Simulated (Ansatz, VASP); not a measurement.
K in VASP and in Ansatz

```
K
1.0
    -2.68345    2.68345    2.61800
     2.68345   -2.68345    2.61800
     2.68345    2.68345   -2.61800
K
1
Direct
  0.00000 0.00000 0.00000
```

Change from the starting cell: strain +0.0250 x Voigt [1, 1, 0, 0, 0, 0], atoms carried along.

Alike in both runs: task single point; functional PBE; k mesh 14 × 14 × 14; occupations gaussian, width 0.15 eV; no spin polarisation.

```csv
,VASP,Ansatz
version,VASP 6.6.1,Ansatz 0.2.0
potentials or method,"VASP PAW PBE potentials, release 64 (K_sv), cutoff 520 eV","scalar-relativistic, plane waves, PAW"
valence electrons in the cell,9,9
```

|  | VASP | Ansatz | Ansatz less VASP |
| --- | --- | --- | --- |
| gap on the k mesh at the Fermi level (eV) | none | none | - |
| pressure (GPa) | -0.1 | -0.1 | +0.01 |

A gap of «none» marks a metal or a gap that the smearing closes.
